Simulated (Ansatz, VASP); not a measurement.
## Two plane-wave programs on Ag

INCAR

```
SYSTEM = Ag
  PREC = Accurate
  ENCUT = 520
  EDIFF = 1E-7
  ISMEAR = -1
  SIGMA = 0.1
  LREAL = .False.
  LASPH = .True.
  NELM = 60
  ALGO = Normal
  ISIF = 2
  LWAVE = .False.
  LCHARG = .False.
  GGA = B5
  ALDAX = 1.0
  AGGAX = 1.0
  AGGAC = 1.0
  ALDAC = 0.0
  NBANDS = 30
```

Contents of KPOINTS:

```
Automatic mesh
0
Gamma
  14 14 4
  0 0 0
```

File POSCAR:

```
Ag
1.0
    2.8754134398      0.0000000000      0.0000000000
   -1.4377067199      2.4901810853      0.0000000000
    0.0000000000      0.0000000000      9.4887021501
Ag
4
Direct
    0.3333333333      0.6666666667      0.2500000000
    0.6666666667      0.3333333333      0.7500000000
    0.0000000000      1.0000000000      1.0000000000
    0.0000000000      1.0000000000      0.5000000000
```

Input for Ansatz:

```yaml
crystal:
  lattice:
    - [2.8754134398, 0.0, 0.0]
    - [-1.4377067199, 2.4901810853, 0.0]
    - [0.0, 0.0, 9.4887021501]
  atoms:
    - { symbol: Ag, position: [0.3333333333, 0.6666666667, 0.25] }
    - { symbol: Ag, position: [0.6666666667, 0.3333333333, 0.75] }
    - { symbol: Ag, position: [0.0, 1.0, 1.0] }
    - { symbol: Ag, position: [0.0, 1.0, 0.5] }
hamiltonian:
  xc: blyp
  pseudopotentials:
    kind: paw
    azcp:
      Ag: "pseudopotentials/Ag.paw.azcp"
basis:
  ecutwfc: 420
  fft_grid_basis: typed
kpoints:
  mp_grid: { grid: [14, 14, 4], shift: [0, 0, 0] }
magnetization:
  spin_polarized: false
scf:
  occupations: { method: fermi_dirac, width: 0.1 }
  lower_state_search: "off"
output:
  stress: true
```

Alike in both runs: task single point; functional BLYP; k mesh 14 × 14 × 4; occupations fermi-dirac, width 0.1 eV; no spin polarisation.

```csv
,VASP,Ansatz
version,VASP 6.6.1,Ansatz 0.2.0
potentials or method,"VASP PAW PBE potentials, release 64 (Ag), cutoff 520 eV","plane waves (420 eV) with PAW, scalar-relativistic"
valence electrons in the cell,44,76
```

```tsv
	VASP	Ansatz	Ansatz less VASP
pressure (GPa)	13.0	12.9	-0.17
traceless stress, the component that is largest in VASP (GPa)	-0.95	-0.93	+0.013
```

VASP's potentials were made for PBE, not for BLYP. VASP's potentials hold 44 valence electrons a cell and Ansatz's 76, so a difference there can come from the potentials and not from the codes.
